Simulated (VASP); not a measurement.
Write the native input for VASP 6.6.1 that does the following.

```
Task                   : single point
Functional             : PBE
Potentials or basis    : VASP PAW PBE potentials, release 64 (Dy_3, Mg, Sb), 4f in core
Cutoff                 : 600 eV
k mesh                 : 4 × 4 × 4
Occupations            : gaussian, width 0.1 eV
Spin                   : no spin polarisation
Dipole correction      : no
Further INCAR settings : ALGO = Normal; EDIFF = 1e-06; NBANDS = 21
```

The structure of DyMgSb3 lies in POSCAR:

```
DyMgSb3
1.0
    5.0004016300      0.0000000000      0.0000000000
    0.0000000000      5.0004016300      0.0000000000
    0.0000000000      0.0000000000      5.0004016300
Dy Mg Sb
1 1 3
Direct
    0.5000000000      0.5000000000      0.5000000000
    0.0000000000      0.0000000000      0.0000000000
    0.0000000000      0.5000000000      0.5000000000
    0.5000000000      0.5000000000      0.0000000000
    0.5000000000      0.0000000000      0.5000000000
```

The cell was generated, and may not be a known phase.

These files were run (other wordings do the same):

INCAR

```
SYSTEM = DyMgSb3
PREC = Accurate ; ENCUT = 600
EDIFF = 1E-6 ; ISMEAR = 0
SIGMA = 0.1 ; LREAL = .False.
LASPH = .True. ; NELM = 200
ALGO = Normal ; ISIF = 2
LWAVE = .False. ; LCHARG = .True.
GGA = PE ; LELF = .True.
LVHAR = .True. ; NBANDS = 21
GGA_COMPAT = .False. ; LMAXMIX = 6
```

KPOINTS

```
Automatic mesh
0
Gamma
  4 4 4
  0 0 0
```

Potentials or basis: VASP PAW PBE potentials, release 64 (Dy_3, Mg, Sb), 4f in core.

Launch:

```sh
$ cat potpaw_PBE.64/Dy_3/POTCAR potpaw_PBE.64/Mg/POTCAR potpaw_PBE.64/Sb/POTCAR > POTCAR
$ mpirun -np 1 vasp_std > vasp.out
```

Results of the run:

* Pressure: 32.3 GPa
* Band gap on the k mesh: zero (bands 13 and 14 overlap by 0.08 eV)

Caveat: the cell stands under pressure; spin-orbit coupling is left out, which moves the levels of the heavy elements; the 4f electrons are frozen in the core, so they carry no moment and show no levels.

Run time: 25 s on 1 thread of Intel(R) Xeon(R) Platinum 8488C (Sapphire Rapids), with other jobs on the host, peak memory 0.26 GiB.
